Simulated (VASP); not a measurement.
# P (Fm-3m) in VASP: further runs

The runs below take P through single point, with PBE.

Program: VASP 6.6.1. These are calculated values, not measurements. Logs are shortened: lines on timing, memory, paths and dates and some standing lists are left out, and cuts for length are marked.

## Step 1: The cell of the first run

It takes space group Fm-3m (No. 225, cubic). Conventional cell: a = 3.976 Å, b = 3.976 Å, c = 3.976 Å, α = 90.00°, β = 90.00°, γ = 90.00°. Within 3.7 Å of P (site symmetry m-3m) lie 12 P at 2.81 Å.

## Step 2: Single point, PBE (volume scaled by 1.08)

INCAR reads:

```
SYSTEM = P
ALGO = Normal ; EDIFF = 1E-6
ENCUT = 520 ; GGA = PE
ISIF = 2 ; ISMEAR = -1
LASPH = .TRUE. ; LCHARG = .TRUE.
LELF = .TRUE. ; LREAL = .FALSE.
LVHAR = .TRUE. ; LWAVE = .FALSE.
NBANDS = 8 ; NELM = 100
PREC = Accurate ; SIGMA = 0.1
```

KPOINTS reads:

```
k-points
0
G
  16 16 16
  0 0 0
```

POSCAR reads:

```
P
1.0
    0.0000000000      1.9878987876      1.9878987876
    1.9878987876      0.0000000000      1.9878987876
    1.9878987876      1.9878987876      0.0000000000
P
1
Direct
    0.0000000000      0.0000000000      0.0000000000
```

Potentials or basis: VASP PAW PBE potentials, release 64 (P).

Run with:

```sh
> cat potpaw_PBE.64/P/POTCAR > POTCAR
> mpirun -np 1 vasp_std > vasp.out
```

OUTCAR:

```text
SYSTEM = P
   EDIFF = 1E-6
   ENCUT = 520
   GGA = PE
   ISIF = 2
   ISMEAR = -1
   LASPH = .TRUE.
   LREAL = .FALSE.
   NELM = 100
   PREC = Accurate

 ion  position               nearest neighbor table
   1  0.000  0.000  0.000-

  LATTYP: Found a face centered cubic cell.
 ALAT       =     3.9757975752

  Lattice vectors:

 A1 = (   0.0000000000,   1.9878987876,   1.9878987876)
 A2 = (   1.9878987876,   0.0000000000,   1.9878987876)
 A3 = (   1.9878987876,   1.9878987876,   0.0000000000)

Analysis of symmetry for initial positions (statically):
=====================================================================
 Subroutine PRICEL returns:
 Original cell was already a primitive cell.

 Routine SETGRP: Setting up the symmetry group for a
 face centered cubic supercell.

 Subroutine GETGRP returns: Found 48 space group operations
 (whereof 48 operations were pure point group operations)
 out of a pool of 48 trial point group operations.

The static configuration has the point symmetry O_h .

Analysis of symmetry for dynamics (positions and initial velocities):
=====================================================================
 Subroutine PRICEL returns:
 Original cell was already a primitive cell.

 Routine SETGRP: Setting up the symmetry group for a
 face centered cubic supercell.

 Subroutine GETGRP returns: Found 48 space group operations
 (whereof 48 operations were pure point group operations)
 out of a pool of 48 trial point group operations.

The dynamic configuration has the point symmetry O_h .

 Subroutine INISYM returns: Found 48 space group operations
 (whereof 48 operations are pure point group operations),
 and found     1 'primitive' translations

----------------------------------------------------------------------------------------

                                     Primitive cell

  volume of cell :      15.7113

  direct lattice vectors                    reciprocal lattice vectors
     0.000000000  1.987898788  1.987898788    -0.251521860  0.251521860  0.251521860
     1.987898788  0.000000000  1.987898788     0.251521860 -0.251521860  0.251521860
     1.987898788  1.987898788  0.000000000     0.251521860  0.251521860 -0.251521860

  length of vectors
     2.811313426  2.811313426  2.811313426     0.435648640  0.435648640  0.435648640

  position of ions in fractional coordinates (direct lattice)
     0.000000000  0.000000000  0.000000000

  ion indices of the primitive-cell ions
   primitive index   ion index
                 1           1

----------------------------------------------------------------------------------------

 KPOINTS: k-points

Automatic generation of k-mesh.
 Grid dimensions read from file:
 generate k-points for:   16   16   16

 Generating k-lattice:

  Cartesian coordinates                     Fractional coordinates (reciprocal lattice)
    -0.015720116  0.015720116  0.015720116     0.062500000  0.000000000  0.000000000
     0.015720116 -0.015720116  0.015720116     0.000000000  0.062500000  0.000000000
     0.015720116  0.015720116 -0.015720116     0.000000000  0.000000000  0.062500000

  Length of vectors
     0.027228040  0.027228040  0.027228040

  Shift w.r.t. Gamma in fractional coordinates (k-lattice)
     0.000000000  0.000000000  0.000000000

 Subroutine IBZKPT returns following result:
 ===========================================

 Found    145 irreducible k-points:

 Following reciprocal coordinates:
            Coordinates               Weight
  0.000000  0.000000  0.000000      1.000000
  0.062500  0.000000  0.000000      8.000000
  0.125000  0.000000  0.000000      8.000000
  0.187500  0.000000  0.000000      8.000000
  0.250000  0.000000  0.000000      8.000000
  0.312500  0.000000  0.000000      8.000000
[... 16 lines left out ...]
 -0.125000  0.062500  0.000000     24.000000
 -0.062500  0.062500  0.000000     12.000000
 [... further k-points ...]
   k-points           NKPTS =    145   k-points in BZ     NKDIM =    145   number of bands    NBANDS=      8
   number of dos      NEDOS =    301   number of ions     NIONS =      1
   total plane-waves  NPLWV =  13824
   dimension x,y,z NGX =    24 NGY =   24 NGZ =   24
   dimension x,y,z NGXF=    48 NGYF=   48 NGZF=   48
   ions per type =               1
   NGX,Y,Z   is equivalent  to a cutoff of  14.19, 14.19, 14.19 a.u.
   NGXF,Y,Z  is equivalent  to a cutoff of  28.38, 28.38, 28.38 a.u.
 SYSTEM =  P
   PREC   = accura    normal or accurate (medium, high low for compatibility)
   ISTART =      0    job   : 0-new  1-cont  2-samecut
   ICHARG =      2    charge: 1-file 2-atom 10-const
   ISPIN  =      1    spin polarized calculation?
   LNONCOLLINEAR =      F non collinear calculations
   LSORBIT =      F    spin-orbit coupling
   LASPH  =      T    aspherical Exc in radial PAW
   ENCUT  =  520.0 eV  38.22 Ry    6.18 a.u.   5.23  5.23  5.23*2*pi/ulx,y,z
   NELM   =    100;   NELMIN=  2; NELMDL= -5     # of ELM steps
   EDIFF  = 0.1E-05   stopping-criterion for ELM
   LREAL  =      F    real-space projection
   EDIFFG = 0.1E-04   stopping-criterion for IOM
   NSW    =      0    number of steps for IOM
   IBRION =     -1    ionic relax: 0-MD 1-quasi-New 2-CG
   NFREE  =      0    steps in history (QN), initial steepest desc. (CG)
   ISIF   =      2    stress and relaxation
   ISYM   =      2    0-nonsym 1-usesym 2-fastsym
   POTIM  = 0.5000    time-step for ionic-motion
   TEBEG  =    0.0;   TEEND  =   0.0 temperature during run
   PSTRESS=    0.0 pullay stress
   NELECT =       5.0000    total number of electrons
   NUPDOWN=      -1.0000    fix difference up-down
   EMIN   =  10.00;   EMAX   =-10.00  energy-range for DOS
   EFERMI =   0.00;   METHOD = LEGACY
   ISMEAR =    -1;   SIGMA  =   0.10  broadening in eV -4-tet -1-fermi 0-gaus
   EFERMI_NEDOS =   21; number of points for ismear=-14 and -15
   IALGO  =     38    algorithm
   IMIX   =      4    mixing-type and parameters
     AMIX     =   0.40;   BMIX     =  1.00
     AMIX_MAG =   1.60;   BMIX_MAG =  1.00
  volume/ion in A,a.u.               =      15.71       106.03
  Fermi-wavevector in a.u.,A,eV,Ry     =   1.117705  2.112156 16.997278  1.249265
  Thomas-Fermi vector in A             =   2.254330
   LORBIT       =      0    0 simple, 1 ext, 2 COOP (PROOUT), +10 PAW based schemes
   GGA     = PE    functional components
   LHFCALC =     F    Hartree Fock is set to
   AEXX    =    0.0000 exact exchange contribution
   IVDW    =     0    specifies the selected vdW correction
   LEPSILON=     F    determine dielectric tensor
   LRPA    =     F    only Hartree local field effects (RPA)
 non-spin polarized calculation
  energy-cutoff  :      520.00
  volume of cell :       15.71
 maximum number of plane-waves:       444
 NGX is ok and might be reduce to    24
   NGX = 11   NGY = 11   NGZ = 11

 number of electron       5.0000000 magnetization

 Free energy of the ion-electron system (eV)
  ---------------------------------------------------
  ext. energy  EPLUGINS =         0.00000000
  ---------------------------------------------------
  free energy    TOTEN  =        -4.50174186 eV

  energy without entropy =       -4.48240468  energy(sigma->0) =       -4.49207327

 E-fermi :   8.6890     XC(G=0): -11.1433

 val. band max:        8.6499406381   @ k =   0.5000   0.4375   0.0625
 cond. band min:       8.6890631837   @ k =   0.5000   0.2500   0.0625
 fundamental gap:      0.0391225456
 Fermi energy:         8.6889906851

 k-point     1 :       0.0000    0.0000    0.0000
  band No.  band energies     occupation
      1      -6.8456      2.00000
      2      14.8174      0.00000
      3      14.8174      0.00000
      4      14.8174      0.00000
      5      19.9844      0.00000
      6      19.9844      0.00000
      7      19.9844      0.00000
      8      25.8280      0.00000

 k-point     2 :       0.0625    0.0000    0.0000
  band No.  band energies     occupation
      1      -6.7429      2.00000
      2      14.0277      0.00000
      3      14.6850      0.00000
      4      14.6850      0.00000
      5      19.9881      0.00000
      6      20.2196      0.00000
      7      20.2196      0.00000
      8      25.4556      0.00000

 k-point     3 :       0.1250    0.0000    0.0000
  band No.  band energies     occupation
      1      -6.4357      2.00000
      2      12.2144      0.00000
      3      14.3647      0.00000
      4      14.3647      0.00000
      5      19.8545      0.00000
      6      20.7616      0.00000
      7      20.7616      0.00000
      8      24.7413      0.00000

 k-point     4 :       0.1875    0.0000    0.0000
  band No.  band energies     occupation
      1      -5.9265      2.00000
      2      10.0526      0.00000
      3      13.9891      0.00000
      4      13.9891      0.00000
      5      19.5923      0.00000
      6      21.1050      0.00000
      7      21.1050      0.00000
      8      24.4741      0.00000

 k-point     5 :       0.2500    0.0000    0.0000
  band No.  band energies     occupation
      1      -5.2207      2.00000
      2       7.8465      1.99956
      3      13.6456      0.00000
      4      13.6456      0.00000
      5      19.3171      0.00000
      6      20.7895      0.00000
      7      20.7895      0.00000
      8      25.2160      0.00000
[... 177 lines left out ...]
 k-point    22 :      -0.1875    0.0625    0.0000
  band No.  band energies     occupation
      1      -5.6223      2.00000
      2       9.3730      0.00214
      3      12.6795      0.00000
      4      14.3396      0.00000
      5      19.8334      0.00000
      6      20.8213      0.00000
      7      21.3656      0.00000
      8      23.4946      0.00000

 k-point    23 :      -0.1250    0.0625    0.0000
  band No.  band energies     occupation
      1      -6.1974      2.00000
      2      11.5359      0.00000
      3      13.1195      0.00000
      4      14.6588      0.00000
      5      19.9192      0.00000
      6      20.6568      0.00000
      7      21.4383      0.00000
      8      23.5970      0.00000

 k-point    24 :      -0.0625    0.0625    0.0000
  band No.  band energies     occupation
      1      -6.5721      2.00000
      2      13.3217      0.00000
      3      13.7691      0.00000
      4      14.8088      0.00000
      5      19.8858      0.00000
      6      20.2537      0.00000
      7      20.9581      0.00000
      8      24.4904      0.00000

 [... further k-points ...]
[... 5 lines left out ...]
  --------------------------------------------------------------------------------------
  -------------------------------------------------------------------------------------
  Total       -0.6010196     -0.6010196     -0.6010196      0.0000000      0.0000000      0.0000000
  in kB      -61.2895450    -61.2895450    -61.2895450      0.0000000      0.0000000      0.0000000
  external PRESSURE =     -61.2895450 kB  Pullay stress =       0.0000000 kB

 VOLUME and BASIS-vectors are now :
 -----------------------------------------------------------------------------
  energy-cutoff  :      520.00
  volume of cell :       15.71
      direct lattice vectors                 reciprocal lattice vectors
     0.000000000  1.987898788  1.987898788    -0.251521860  0.251521860  0.251521860
     1.987898788  0.000000000  1.987898788     0.251521860 -0.251521860  0.251521860
     1.987898788  1.987898788  0.000000000     0.251521860  0.251521860 -0.251521860

 POSITION                                       TOTAL-FORCE (eV/Angst)
 -----------------------------------------------------------------------------------
      0.00000      0.00000      0.00000         0.000000     -0.000000     -0.000000
 -----------------------------------------------------------------------------------
    total drift:                                0.000000     -0.000000      0.000000

  FREE ENERGIE OF THE ION-ELECTRON SYSTEM (eV)
  ---------------------------------------------------
  free  energy   TOTEN  =        -4.5017418617 eV

  energy  without entropy=       -4.4824046830  energy(sigma->0) =       -4.49207327
```

Wall time 24 s (1 thread of AMD EPYC 7R43 (Zen 3), shared host); peak memory 0.1 GiB.

Results:

```yaml
Free_energy: -4.5017 eV
Pressure: -6.1 GPa
```

Caveat: the cell differs from its parent crystal (volume scaled by 1.08).

## Step 3: Single point, PBE (volume scaled by 1.12)

INCAR reads:

```
  PREC = Accurate
  ENCUT = 520
  EDIFF = 1E-6
  ISMEAR = -1
  SIGMA = 0.1
  LREAL = False
  LASPH = True
  NELM = 100
  ALGO = Normal
  ISIF = 2
  LWAVE = False
  LCHARG = False
  GGA = PE
  NBANDS = 8
```

KPOINTS reads:

```
Automatic mesh
0
Gamma
  16 16 16
```

POSCAR reads:

```
P
1.0
    0.0000000000      2.0121438452      2.0121438452
    2.0121438452      0.0000000000      2.0121438452
    2.0121438452      2.0121438452      0.0000000000
P
1
Direct
    0.0000000000      0.0000000000      0.0000000000
```

Potentials or basis: VASP PAW PBE potentials, release 64 (P).

Run with:

```sh
> cat potpaw_PBE.64/P/POTCAR > POTCAR
> mpirun -np 1 vasp_std > vasp.out
```

Run time: 21 s. Hardware: 1 thread of AMD EPYC 7R43 (Zen 3), shared host; peak memory 0.1 GiB.

The run converged. Its results:

| Item | Value |
| --- | --- |
| Free energy | -4.4753 eV |
| Pressure | -8.5 GPa |

Levels at points of the mesh, in eV from the Fermi level:
| k point | band 1 | band 2 | band 3 | band 4 | band 5 | band 6 | band 7 |
| --- | --- | --- | --- | --- | --- | --- | --- |
| (0.00, 0.00, 0.00) | -15.19 | 5.83 | 5.83 | 5.83 | 11.22 | 11.22 | 11.22 |
| (0.50, 0.00, 0.00) | -10.11 | -7.11 | 4.14 | 4.14 | 9.91 | 10.38 | 10.38 |
| (0.50, 0.50, 0.00) | -7.88 | -5.94 | 0.60 | 0.60 | 4.77 | 4.96 | 21.67 |

Caveat: the cell differs from its parent crystal (volume scaled by 1.12).

## Step 4: Single point, PBE

This run uses another cell than the first one, of 14.55 Å³/atom, 0.926 times its volume.

INCAR reads:

```
SYSTEM = P
  PREC = Accurate
  ENCUT = 520
  EDIFF = 1E-7
  ISMEAR = -1
  SIGMA = 0.1
  LREAL = .FALSE.
  LASPH = .TRUE.
  NELM = 60
  ALGO = Normal
  ISIF = 2
  LWAVE = .FALSE.
  LCHARG = .FALSE.
  GGA = PE
  NBANDS = 8
```

KPOINTS reads:

```
regular mesh
0
G
  23 23 23
  0 0 0
```

POSCAR reads:

```
P
1.0
    0.0000000000      1.9375504389      1.9375504389
    1.9375504389      0.0000000000      1.9375504389
    1.9375504389      1.9375504389      0.0000000000
P
1
Direct
    0.0000000000      0.0000000000      0.0000000000
```

Run with:

```sh
> cat potpaw_PBE.64/P/POTCAR > POTCAR
> mpirun -np 1 vasp_std > vasp.out
```

Wall time 34 s (1 thread of AMD EPYC 7R43 (Zen 3), shared host); peak memory 0.11 GiB.

Results (log left out):

```yaml
Free_energy: -4.5269 eV
Pressure: -0.2 GPa
```

Levels at points of the mesh, in eV from the Fermi level:
| k point | band 1 | band 2 | band 3 | band 4 | band 5 |
| --- | --- | --- | --- | --- | --- |
| (0.00, 0.00, 0.00) | -16.33 | 6.78 | 6.78 | 6.78 | 11.43 |

## Step 5: Overview

```csv
cell,k mesh,gap on the mesh (eV),pressure (GPa)
"a = 2.811 Å, angles 60.0°, 1 atom",16 × 16 × 16,none,-6.1
"a = 2.846 Å, angles 60.0°, 1 atom",16 × 16 × 16,none,-8.5
"a = 2.740 Å, angles 60.0°, 1 atom",23 × 23 × 23,none,-0.2
```

Alike in all rows: task single point; level PBE; potentials or basis VASP PAW PBE potentials, release 64 (P); no spin polarisation; cutoff (eV) 520; smearing fermi-dirac 0.1 eV.

Absolute energies hang on the potentials; compare differences alone.
